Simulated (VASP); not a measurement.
Wanted: the native input for a VASP 6.6.1 run.

- Task: single point
- Functional: PBE
- Potentials or basis: VASP PAW PBE potentials, release 64 (Cd, N, Si)
- Cutoff: 520 eV
- k mesh: 6 × 6 × 2
- Occupations: fermi-dirac, width 0.02 eV
- Spin: no spin polarisation
- Dipole correction: no
- Further INCAR settings: ALGO = Normal; EDIFF = 1e-07; NBANDS = 36

The structure of CdSiN2 lies in POSCAR:

```
CdSiN2
1.0
    3.0819926966      0.0000000000      0.0000000000
    0.0000000000      3.0819926966      0.0000000000
    0.0000000000      0.0000000000     10.3103366374
Cd N Si
2 4 2
Direct
    0.5000000000      0.0000000000      0.8612896092
    0.0000000000      0.5000000000      0.1387103908
    0.5000000000      0.5000000000      0.0000000000
    0.0000000000      0.0000000000      0.3241738653
    0.5000000000      0.5000000000      0.5000000000
    0.0000000000      0.0000000000      0.6758261347
    0.5000000000      0.0000000000      0.3956506726
    0.0000000000      0.5000000000      0.6043493274
```

The input as run:

INCAR

```
SYSTEM = CdSiN2
PREC = Accurate
ENCUT = 520
EDIFF = 1E-7
ISMEAR = -1
SIGMA = 0.02
LREAL = .FALSE.
LASPH = .TRUE.
NELM = 60
ALGO = Normal
ISIF = 2
LWAVE = .FALSE.
LCHARG = .FALSE.
GGA = PE
NBANDS = 36
```

KPOINTS

```
Automatic mesh
0
G
  6 6 2
  0 0 0
```

Potentials or basis: VASP PAW PBE potentials, release 64 (Cd, N, Si).

Launch:

```sh
$ cat potpaw_PBE.64/Cd/POTCAR potpaw_PBE.64/N/POTCAR potpaw_PBE.64/Si/POTCAR > POTCAR
$ mpirun -np 1 vasp_std > vasp.out
```

Results of the run:

```yaml
Pressure: 6.0 GPa
Largest_force: 0.418 eV/Å
Band_gap_on_the_k_mesh: zero (bands 26 and 27 overlap by 0.40 eV)
```

Caveat: the cell stands under pressure.

It took 120 s on 1 thread of Intel Xeon 8259CL (shared host), peak memory 0.23 GiB.
